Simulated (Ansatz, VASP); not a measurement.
Ca2TeSe: VASP beside Ansatz

```
Se Ca Te
1.0
     4.36678    0.00000    0.00000
     0.00000    4.36678    0.00000
     0.00000    0.00000    6.17485
Se Ca Te
1 2 1
Direct
  0.00000 0.00000 0.00000
  0.00000 0.00000 0.50000
  0.50000 0.50000 0.00000
  0.50000 0.50000 0.50000
```

Alike in both runs: task single point; functional r2SCAN; k mesh 6 × 6 × 4; no spin polarisation.

```csv
,VASP,Ansatz
version,VASP 6.6.1,Ansatz 0.2.0
potentials or method,"VASP PAW PBE potentials, release 64 (Se, Ca_sv, Te)","plane waves, PAW"
plane-wave cutoff (eV),520,500
occupations,"gaussian, width 0.01 eV",fixed
valence electrons in the cell,32,52
```

```tsv
	VASP	Ansatz	Ansatz less VASP
gap on the k mesh at the Fermi level (eV)	2.15	2.15	+0.007
pressure (GPa)	0.2	0.0	-0.20
```

VASP's potentials were made for PBE, not for r2SCAN. VASP's potentials hold 32 valence electrons a cell and Ansatz's 52, so a difference there can come from the potentials and not from the codes.

Spin-orbit coupling is off throughout.
